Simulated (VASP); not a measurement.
A run of VASP 6.6.1 is set up as follows.

File INCAR:

```
SYSTEM = KF
PREC     = Accurate       ! precision mode
ENCUT    = 520            ! plane-wave cutoff, eV
EDIFF    = 1E-8           ! SCF threshold, eV
ISMEAR   = -1             ! smearing method
SIGMA    = 0.01           ! smearing width, eV
LREAL    = .FALSE.        ! projectors in reciprocal space
LASPH    = .TRUE.         ! aspherical terms in the spheres
NELM     = 80             ! most SCF steps
ALGO     = Normal         ! electronic algorithm
ISIF     = 2              ! what is computed and relaxed
LWAVE    = .FALSE.        ! write WAVECAR
LCHARG   = .FALSE.        ! write CHGCAR
GGA      = PS             ! functional
LEFG     = .TRUE.       
NBANDS   = 15             ! bands
```

KPOINTS

```
Automatic mesh
0
G
  9 9 9
  0 0 0
```

Contents of POSCAR:

```
KF
1.0
    0.0000000000      2.7086816661      2.7086816661
    2.7086816661      0.0000000000      2.7086816661
    2.7086816661      2.7086816661      0.0000000000
K F
1 1
Direct
    0.0000000000      0.0000000000      0.0000000000
    0.5000000000      0.5000000000      0.5000000000
```

Potentials or basis: VASP PAW PBE potentials, release 64 (K_sv, F).

Launch:

```bash
$ cat potpaw_PBE.64/K_sv/POTCAR potpaw_PBE.64/F/POTCAR > POTCAR
$ mpirun -np 1 vasp_std > vasp.out
```

(1) What does it give for the band gap on the k mesh?

(2) Predict the pressure.

Answers

(1) 5.83 eV, direct.

(2) -1.8 GPa.

Caveat: without QUAD_EFG the Cq values of the log hold for a quadrupole moment of 1 mb, not for the nuclei; the PAW data sets were made with another functional, which shifts forces and pressure a little.
